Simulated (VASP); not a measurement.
# Al5P2 (P1) in VASP: relaxation of cell and atoms with PBE

Aim: the relaxation of cell and atoms of Al5P2 with PBE.

Everything below comes from runs of VASP 6.6.1. Logs are shortened: lines on timing, memory, paths and dates and some standing lists are left out, and cuts for length are marked.

## Step 1: The cell of the first run

The typed cell holds 7 atoms: a = 3.713 Å, b = 3.782 Å, c = 10.246 Å, α = 89.27°, β = 89.69°, γ = 90.24°.

## Step 2: Relaxation of cell and atoms, PBE

INCAR reads:

```
PREC = Accurate
ENCUT = 600
EDIFF = 1E-7
ISMEAR = 0
SIGMA = 0.2
LREAL = F
LASPH = T
NELM = 100
ALGO = Normal
ISIF = 3
LWAVE = F
LCHARG = F
GGA = PE
IBRION = 2
NSW = 80
EDIFFG = -0.025
```

KPOINTS reads:

```
regular mesh
0
Gamma
  6 6 2
```

POSCAR reads:

```
Al5P2
1.0
    3.7134123704     -0.0079270612      0.0102564180
   -0.0079270612      3.7822030697      0.0245238210
    0.0268361588      0.0641671543     10.2453307650
Al P
5 2
Direct
    0.0006935156      0.0014208467      0.0037455718
    0.4957846337      0.5146738938      0.7094854417
    0.5005898014      0.5091240038      0.2893616572
    0.4938816804      0.0006539057      0.5171742272
   -0.0147567764      0.5110917988      0.4858789232
    0.5092449424     -0.0114040197      0.1338427565
    0.0145622030      0.4744395709      0.8605114223
```

Potentials or basis: VASP PAW PBE potentials, release 64 (Al, P).

Run with:

```bash
> cat potpaw_PBE.64/Al/POTCAR potpaw_PBE.64/P/POTCAR > POTCAR
> mpirun -np 1 vasp_std > vasp.out
```

OUTCAR:

```text
PREC = Accurate
   ENCUT = 600
   EDIFF = 1E-7
   ISMEAR = 0
   LREAL = F
   LASPH = T
   NELM = 100
   ISIF = 3
   GGA = PE
   IBRION = 2
   NSW = 80
   EDIFFG = -0.025

 ion  position               nearest neighbor table
   1  0.001  0.001  0.004-   6 2.25   7 2.30   6 2.32   7 2.49
   2  0.496  0.515  0.709-   7 2.36   7 2.48   4 2.68   4 2.79   5 2.92   5 2.98
   3  0.501  0.509  0.289-   6 2.40   6 2.55   5 2.71   5 2.77   4 3.00   4 3.01
   4  0.494  0.001  0.517-   5 2.63   5 2.66   5 2.67   2 2.68   5 2.72   2 2.79   3 3.00   3 3.01

   5  0.985  0.511  0.486-   4 2.63   4 2.66   4 2.67   3 2.71   4 2.72   3 2.77   2 2.92   2 2.98

   6  0.509  0.989  0.134-   1 2.25   1 2.32   3 2.40   3 2.55
   7  0.015  0.474  0.861-   1 2.30   2 2.36   2 2.48   1 2.49

  LATTYP: Found a triclinic cell.
 ALAT       =     5.2893279753
 B/A-ratio  =     0.7020617766
 C/A-ratio  =     2.4223991830
 COS(alpha) =     0.0018052246
 COS(beta)  =     0.4307282892
 COS(gamma) =     0.6990494584

  Lattice vectors:

 A1 = (  -3.7054853092,  -3.7742760085,  -0.0347802390)
 A2 = (  -3.7134123704,   0.0079270612,  -0.0102564180)
 A3 = (  -0.0109820364,  -7.6285732937, -10.2943784070)

Analysis of symmetry for initial positions (statically):
=====================================================================
 Subroutine PRICEL returns:
 Original cell was already a primitive cell.

 Routine SETGRP: Setting up the symmetry group for a
 triclinic supercell.

 Subroutine GETGRP returns: Found  1 space group operations
 (whereof  1 operations were pure point group operations)
 out of a pool of  2 trial point group operations.

The static configuration has the point symmetry C_1 .

Analysis of symmetry for dynamics (positions and initial velocities):
=====================================================================
 Subroutine PRICEL returns:
 Original cell was already a primitive cell.

 Routine SETGRP: Setting up the symmetry group for a
 triclinic supercell.

 Subroutine GETGRP returns: Found  1 space group operations
 (whereof  1 operations were pure point group operations)
 out of a pool of  2 trial point group operations.

The dynamic configuration has the point symmetry C_1 .

 Subroutine INISYM returns: Found  1 space group operations
 (whereof  1 operations are pure point group operations),
 and found     1 'primitive' translations

----------------------------------------------------------------------------------------

                                     Primitive cell

  volume of cell :     143.8869

  direct lattice vectors                    reciprocal lattice vectors
     3.713412370 -0.007927061  0.010256418     0.269297261  0.000569013 -0.000708949
    -0.007927061  3.782203070  0.024523821     0.000569013  0.264408108 -0.001657495
     0.026836159  0.064167154 10.245330765    -0.000270951 -0.000633472  0.097610116

  length of vectors
     3.713434995  3.782290882 10.245566850     0.269298796  0.264413916  0.097612547

  position of ions in fractional coordinates (direct lattice)
     0.000693516  0.001420847  0.003745572
     0.495784634  0.514673894  0.709485442
     0.500589801  0.509124004  0.289361657
     0.493881680  0.000653906  0.517174227
     0.985243224  0.511091799  0.485878923
     0.509244942  0.988595980  0.133842757
     0.014562203  0.474439571  0.860511422

  ion indices of the primitive-cell ions
   primitive index   ion index
                 1           1
                 2           2
                 3           3
                 4           4
                 5           5
                 6           6
                 7           7

----------------------------------------------------------------------------------------

 KPOINTS: regular mesh

Automatic generation of k-mesh.
 Grid dimensions read from file:
 generate k-points for:    6    6    2

 Generating k-lattice:

  Cartesian coordinates                     Fractional coordinates (reciprocal lattice)
     0.044882877  0.000094835 -0.000118158     0.166666667 -0.000000000  0.000000000
     0.000094835  0.044068018 -0.000276249    -0.000000000  0.166666667  0.000000000
    -0.000135475 -0.000316736  0.048805058     0.000000000  0.000000000  0.500000000

  Length of vectors
     0.044883133  0.044068986  0.048806274

  Shift w.r.t. Gamma in fractional coordinates (k-lattice)
     0.000000000  0.000000000  0.000000000

 Subroutine IBZKPT returns following result:
 ===========================================

 Found     40 irreducible k-points:

 Following reciprocal coordinates:
            Coordinates               Weight
  0.000000  0.000000  0.000000      1.000000
  0.166667 -0.000000  0.000000      2.000000
  0.333333 -0.000000  0.000000      2.000000
  0.500000 -0.000000  0.000000      1.000000
  0.000000  0.166667  0.000000      2.000000
  0.166667  0.166667  0.000000      2.000000
[... 16 lines left out ...]
  0.333333  0.000000  0.500000      2.000000
  0.500000 -0.000000  0.500000      1.000000
 [... further k-points ...]
   k-points           NKPTS =     40   k-points in BZ     NKDIM =     40   number of bands    NBANDS=     16
   number of dos      NEDOS =    301   number of ions     NIONS =      7
   total plane-waves  NPLWV =  75600
   dimension x,y,z NGX =    30 NGY =   30 NGZ =   84
   dimension x,y,z NGXF=    60 NGYF=   60 NGZF=  168
   ions per type =               5   2
   NGX,Y,Z   is equivalent  to a cutoff of  13.43, 13.19, 13.63 a.u.
   NGXF,Y,Z  is equivalent  to a cutoff of  26.86, 26.37, 27.26 a.u.
 SYSTEM =  unknown system
   PREC   = accura    normal or accurate (medium, high low for compatibility)
   ISTART =      0    job   : 0-new  1-cont  2-samecut
   ICHARG =      2    charge: 1-file 2-atom 10-const
   ISPIN  =      1    spin polarized calculation?
   LNONCOLLINEAR =      F non collinear calculations
   LSORBIT =      F    spin-orbit coupling
   LASPH  =      T    aspherical Exc in radial PAW
   ENCUT  =  600.0 eV  44.10 Ry    6.64 a.u.   7.42  7.55 20.46*2*pi/ulx,y,z
   NELM   =    100;   NELMIN=  2; NELMDL= -5     # of ELM steps
   EDIFF  = 0.1E-06   stopping-criterion for ELM
   LREAL  =      F    real-space projection
   EDIFFG = -.3E-01   stopping-criterion for IOM
   NSW    =     80    number of steps for IOM
   IBRION =      2    ionic relax: 0-MD 1-quasi-New 2-CG
   NFREE  =      1    steps in history (QN), initial steepest desc. (CG)
   ISIF   =      3    stress and relaxation
   ISYM   =      2    0-nonsym 1-usesym 2-fastsym
   POTIM  = 0.5000    time-step for ionic-motion
   TEBEG  =    0.0;   TEEND  =   0.0 temperature during run
   PSTRESS=    0.0 pullay stress
   NELECT =      25.0000    total number of electrons
   NUPDOWN=      -1.0000    fix difference up-down
   EMIN   =  10.00;   EMAX   =-10.00  energy-range for DOS
   EFERMI =   0.00;   METHOD = LEGACY
   ISMEAR =     0;   SIGMA  =   0.20  broadening in eV -4-tet -1-fermi 0-gaus
   EFERMI_NEDOS =   21; number of points for ismear=-14 and -15
   IALGO  =     38    algorithm
   IMIX   =      4    mixing-type and parameters
     AMIX     =   0.40;   BMIX     =  1.00
     AMIX_MAG =   1.60;   BMIX_MAG =  1.00
  volume/ion in A,a.u.               =      20.56       138.71
  Fermi-wavevector in a.u.,A,eV,Ry     =   0.913512  1.726288 11.354127  0.834505
  Thomas-Fermi vector in A             =   2.038032
   LORBIT       =      0    0 simple, 1 ext, 2 COOP (PROOUT), +10 PAW based schemes
   GGA     = PE    functional components
   LHFCALC =     F    Hartree Fock is set to
   AEXX    =    0.0000 exact exchange contribution
   IVDW    =     0    specifies the selected vdW correction
   LEPSILON=     F    determine dielectric tensor
   LRPA    =     F    only Hartree local field effects (RPA)
 conjugate gradient relaxation of ions
 non-spin polarized calculation
 Gauss-broadening in eV      SIGMA  =   0.20
  energy-cutoff  :      600.00
  volume of cell :      143.89
 maximum number of plane-waves:      4843
 NGX is ok and might be reduce to    30
   NGX = 15   NGY = 15   NGZ = 41

--------------------------------------- Ionic step        1  -------------------------------------------

 number of electron      25.0000000 magnetization

 Free energy of the ion-electron system (eV)
  ---------------------------------------------------
  ext. energy  EPLUGINS =         0.00000000
  ---------------------------------------------------
  free energy    TOTEN  =       -30.28494709 eV

  energy without entropy =      -30.25464362  energy(sigma->0) =      -30.26979536

------------------------ aborting loop because EDIFF is reached ----------------------------------------

  FORCE on cell =-STRESS in cart. coord.  units (eV):
  Direction    XX          YY          ZZ          XY          YZ          ZX
  --------------------------------------------------------------------------------------
  -------------------------------------------------------------------------------------
  Total        3.3431950      0.2370556     -1.9446856      0.1927091     -1.9369097     -1.1020951
  in kB       37.2263999      2.6396085    -21.6540293      2.1458117    -21.5674453    -12.2718043
  external PRESSURE =       6.0706597 kB  Pullay stress =       0.0000000 kB
[... 104 lines left out ...]
  FREE ENERGIE OF THE ION-ELECTRON SYSTEM (eV)
  ---------------------------------------------------
  free  energy   TOTEN  =       -30.5779565431 eV

  energy  without entropy=      -30.5434411923  energy(sigma->0) =      -30.56069887

[... ionic steps 4 to 13 ...]

--------------------------------------- Ionic step       14  -------------------------------------------

 number of electron      24.9999999 magnetization

------------------------ aborting loop because EDIFF is reached ----------------------------------------

  FORCE on cell =-STRESS in cart. coord.  units (eV):
  Direction    XX          YY          ZZ          XY          YZ          ZX
  --------------------------------------------------------------------------------------
  -------------------------------------------------------------------------------------
  Total        0.0238566      0.0607184      0.0024795      0.0040357      0.0042786      0.0268974
  in kB        0.2639760      0.6718565      0.0274363      0.0446557      0.0473433      0.2976233
  external PRESSURE =       0.3210896 kB  Pullay stress =       0.0000000 kB
[... 67 lines left out ...]
  energy  without entropy=      -30.5843300130  energy(sigma->0) =      -30.59890684

--------------------------------------- Ionic step       16  -------------------------------------------

 number of electron      24.9999999 magnetization

 Free energy of the ion-electron system (eV)
  ---------------------------------------------------
  ext. energy  EPLUGINS =         0.00000000
  ---------------------------------------------------
  free energy    TOTEN  =       -30.61363132 eV

  energy without entropy =      -30.58442420  energy(sigma->0) =      -30.59902776

 E-fermi :   5.1760     XC(G=0):  -9.2004

 val. band max:        5.1088630419   @ k =   0.5000   0.5000   0.0000
 cond. band min:       5.2417322383   @ k =   0.1667   0.5000   0.5000
 fundamental gap:      0.1328691964
 Fermi energy:         5.1760187793

 k-point     1 :       0.0000    0.0000    0.0000
  band No.  band energies     occupation
      1      -6.6035      2.00000
      2      -5.5809      2.00000
      3      -3.7304      2.00000
      4      -0.1878      2.00000
      5       0.0646      2.00000
      6       3.0281      2.00000
[... 8 lines left out ...]
     15       7.3120      0.00000
     16       7.8141      0.00000
[... 420 lines left out ...]
  band No.  band energies     occupation
      1      -5.3351      2.00000
      2      -5.3319      2.00000
      3      -2.0273      2.00000
      4      -1.0328      2.00000
      5      -0.1093      2.00000
      6       0.0360      2.00000
[... 8 lines left out ...]
     15       7.2691      0.00000
     16       8.2724      0.00000

 [... further k-points ...]

------------------------ aborting loop because EDIFF is reached ----------------------------------------

  FORCE on cell =-STRESS in cart. coord.  units (eV):
  Direction    XX          YY          ZZ          XY          YZ          ZX
  --------------------------------------------------------------------------------------
  -------------------------------------------------------------------------------------
  Total        0.0060854     -0.0072739     -0.0048346      0.0030770      0.0005368     -0.0268308
  in kB        0.0672975     -0.0804417     -0.0534657      0.0340282      0.0059362     -0.2967197
  external PRESSURE =      -0.0222033 kB  Pullay stress =       0.0000000 kB
[... 22 lines left out ...]
  FREE ENERGIE OF THE ION-ELECTRON SYSTEM (eV)
  ---------------------------------------------------
  free  energy   TOTEN  =       -30.6136313160 eV

  energy  without entropy=      -30.5844242028  energy(sigma->0) =      -30.59902776

 reached required accuracy - stopping structural energy minimisation
```

It took 26 min on 1 thread of Intel Xeon 8259CL, shared host; peak memory 0.32 GiB.

What came out:

```
Free energy                           : -30.6136 eV
Relaxed volume                        : 20.70 Å³/atom
Relaxed cell                          : a = 3.795 Å, b = 3.794 Å, c = 10.062 Å, α = 89.88°, β = 89.82°, γ = 90.01°
Space group after relaxing (to 0.1 Å) : P-4m2 (No. 115)
Energy gained by relaxing             : 47.0 meV/atom
Ionic steps                           : 16
Pressure after relaxing               : 0.0 GPa
Largest force after relaxing          : 0.021 eV/Å
Band gap on the k mesh                : zero (an odd number of electrons rules out a gap without spin polarisation)
```

Forces on the atoms (eV/Å):
```
Al   0.007  0.006 -0.005
Al   0.006  0.004  0.002
Al   0.004 -0.002 -0.007
Al   0.002 -0.005 -0.002
Al   0.012 -0.013  0.012
P   -0.017 -0.001  0.006
P   -0.013  0.012 -0.006
```

Step by step:
```tsv
step	energy change (eV)	largest force (eV/Å)	pressure (GPa)	volume (Å³)
1	0.0000	1.7458	0.61	143.89
2	-0.2928	0.2872	-0.54	145.43
3	-0.2930	0.2793	-0.55	145.47
4	-0.3129	0.1845	0.22	144.05
5	-0.3132	0.1718	0.34	143.85
6	-0.3184	0.1228	0.02	144.51
7	-0.3193	0.1546	-0.17	144.93
8	-0.3229	0.0886	-0.09	144.82
9	-0.3242	0.1060	0.00	144.70
10	-0.3266	0.0676	0.07	144.61
11	-0.3269	0.0693	0.11	144.57
12	-0.3280	0.0494	-0.07	144.96
13	-0.3280	0.0479	-0.11	145.04
14	-0.3285	0.0302	0.03	144.80
15	-0.3285	0.0305	0.03	144.79
16	-0.3287	0.0211	0.00	144.88
```

Final structure:
```xyz
7
Lattice="3.7945 -0.0002 0.0064 -0.0004 3.7944 0.0047 0.0136 0.0080 10.0623" Properties=species:S:1:pos:R:3 pbc="T T T"
Al    0.0083    3.7836    0.0054
Al    1.9216    1.9059    7.2114
Al    1.8937    1.8915    2.8626
Al    1.8873    0.0173    5.2654
Al    3.7845    1.9173    4.8068
P     1.9038    3.7894    1.4294
P     0.0235    1.8963    8.6439
```
